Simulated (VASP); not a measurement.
A run of VASP 6.6.1 is set up as follows.

The input POSCAR:

```
MgO
1.0
    2.7482204712      0.0000000000      0.0000000000
    0.0000000000      2.7482204712      0.0000000000
    0.0000000000      0.0000000000      2.6233490561
Mg O
1 1
Direct
    0.0000000000      0.0000000000      0.0000000000
    0.5000000000      0.5000000000      0.5000000000
```

Contents of INCAR.step1:

```
SYSTEM = MgO
  ALGO = Normal
  EDIFF = 1E-4
  ENCUT = 520
  GGA = PE
  ISMEAR = 0
  LASPH = .TRUE.
  LCHARG = .FALSE.
  LREAL = .FALSE.
  LWAVE = .TRUE.
  NBANDS = 11
  NELM = 80
  PREC = Accurate
  SIGMA = 0.01
```

INCAR.step2

```
SYSTEM = MgO
  ALGO = Normal
  EDIFF = 1E-6
  ENCUT = 520
  ISIF = 2
  ISMEAR = 0
  ISTART = 1
  LASPH = .TRUE.
  LCHARG = .FALSE.
  LMIXTAU = .TRUE.
  LREAL = .FALSE.
  LWAVE = .FALSE.
  METAGGA = R2SCAN
  NBANDS = 11
  NELM = 80
  PREC = Accurate
  SIGMA = 0.01
```

Contents of KPOINTS:

```
k-points
0
G
  10 10 10
  0 0 0
```

Potentials or basis: VASP PAW PBE potentials, release 64 (Mg, O).

The run is started by

```bash
$ cat potpaw_PBE.64/Mg/POTCAR potpaw_PBE.64/O/POTCAR > POTCAR
$ cp INCAR.step1 INCAR
$ mpirun -np 1 vasp_std > vasp.out
$ cp INCAR.step2 INCAR
$ mpirun -np 1 vasp_std > vasp.out
```

(1) What does it give for the pressure?

(2) Predict the band gap on the k mesh.

## Answers

(1) -12.8 GPa.

(2) 2.23 eV, indirect (least direct gap 3.03 eV).

Caveat: the cell differs from its parent crystal (biaxial xy strain +4.8%); the PAW data sets were made with another functional, which shifts forces and pressure a little.
